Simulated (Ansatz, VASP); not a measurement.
## H12CO8 in VASP and in Ansatz

```
O H C
1.0
     6.04959    0.00000    0.00000
     0.00000    6.04959    0.00000
     0.00000    0.00000    6.04959
O H C
8 12 1
Direct
  0.39145 0.43824 0.15944
  0.90519 0.89095 0.69966
  0.24269 0.80942 0.34032
  0.81978 0.56561 0.29115
  0.59290 0.57774 0.78449
  0.51817 0.12013 0.53911
  0.98768 0.13446 0.11540
  0.08346 0.34989 0.80840
  0.48323 0.48017 0.02940
  0.49137 0.36475 0.26266
  0.79270 0.98184 0.62369
  0.01634 0.85561 0.58677
  0.17623 0.89692 0.22222
  0.30655 0.67227 0.26875
  0.75387 0.70335 0.24110
  0.96870 0.60818 0.33534
  0.72103 0.67909 0.76301
  0.59756 0.48399 0.65391
  0.43173 0.14990 0.67196
  0.42857 0.00375 0.46473
  0.03602 0.24431 0.96297
```

Alike in both runs: functional PBE; k mesh 1 × 1 × 1; occupations fermi-dirac, width 0.05 eV; no spin polarisation.

Ansatz relaxed the structure, and its values are those at the end. VASP's run is a single point on that final structure, the one shown.

```csv
,VASP,Ansatz
version,VASP 6.6.1,Ansatz 0.2.0
potentials or method,"VASP PAW PBE potentials, release 64 (O_h, H_h, C_h), cutoff 1000 eV","scalar-relativistic, plane waves, PAW"
valence electrons in the cell,64,64
```

Ansatz gave:

```
rms of the force components (eV/Å) : 0.070
```

Task: Which values does VASP return?

Result: rms of the force components (eV/Å): 0.069.
